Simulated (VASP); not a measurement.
A run of VASP 6.6.1 is set up as follows.

The input INCAR:

```
ALGO = Normal ; EDIFF = 1E-6
ENCUT = 520 ; GGA = PE
ISIF = 2 ; ISMEAR = 0
LASPH = True ; LCHARG = False
LREAL = False ; LWAVE = False
NBANDS = 17 ; NELM = 60
PREC = Accurate ; SIGMA = 0.15
```

KPOINTS

```
k-points
0
Gamma
  18 18 10
```

File POSCAR:

```
Pt
1.0
    2.7585396147      0.0000000000      0.0000000000
   -1.3792698074      2.3889653837      0.0000000000
    0.0000000000      0.0000000000      4.5423000000
Pt
2
Direct
    0.6666666667      0.3333333333      0.7500000000
    0.3333333333      0.6666666667      0.2500000000
```

Potentials or basis: VASP PAW PBE potentials, release 64 (Pt).

Command:

```bash
$ cat potpaw_PBE.64/Pt/POTCAR > POTCAR
$ mpirun -np 1 vasp_std > vasp.out
```

(1) Estimate the band gap on the k mesh.

(2) What does it give for the pressure?

Answers

(1) zero (band 10 reaches 11.77 eV, above the bottom of band 11 at 10.47 eV).

(2) 13.5 GPa.

Caveat: spin-orbit coupling is left out, which moves the levels of the heavy elements.
